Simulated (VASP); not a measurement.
Wanted: the native input for a VASP 6.6.1 run.

| Property | Result |
| --- | --- |
| Task | single point |
| Functional | PBE |
| Potentials or basis | VASP PAW PBE potentials, release 64 (Ti_sv) |
| Cutoff | 520 eV |
| k mesh | 18 × 18 × 10 |
| Occupations | gaussian, width 0.15 eV |
| Spin | no spin polarisation |
| Dipole correction | no |
| Further INCAR settings | ALGO = Fast; EDIFF = 1e-06; NBANDS = 19 |

The structure of Ti lies in POSCAR:

```
Ti
1.0
    2.9942478283      0.0000000000      0.0000000000
   -1.4971239141      2.5930946845      0.0000000000
    0.0000000000      0.0000000000      4.6157100000
Ti
2
Direct
    0.3333333333      0.6666666667      0.2500000000
    0.6666666667      0.3333333333      0.7500000000
```

This cell differs from its parent crystal: strain +0.015 along x and y, -0.015 along z.

One way to write it, as run:

INCAR

```
SYSTEM = Ti
PREC = Accurate
ENCUT = 520
EDIFF = 1E-6
ISMEAR = 0
SIGMA = 0.15
LREAL = .FALSE.
LASPH = .TRUE.
NELM = 80
ALGO = Fast
ISIF = 2
LWAVE = .FALSE.
LCHARG = .FALSE.
GGA = PE
NBANDS = 19
```

KPOINTS

```
Automatic mesh
0
G
  18 18 10
  0 0 0
```

Potentials or basis: VASP PAW PBE potentials, release 64 (Ti_sv).

Launch:

```console
$ cat potpaw_PBE.64/Ti_sv/POTCAR > POTCAR
$ mpirun -np 1 vasp_std > vasp.out
```

Results of the run:

```
Pressure               : -3.6 GPa
Band gap on the k mesh : zero (band 12 reaches 8.76 eV, above the bottom of band 13 at 7.69 eV)
```

Caveat: the cell differs from its parent crystal (strain +0.015 along x and y, -0.015 along z).

Wall time 2.2 min on 1 thread of Intel(R) Xeon(R) 6975P-C (Granite Rapids), with other jobs on the host, peak memory 0.24 GiB.
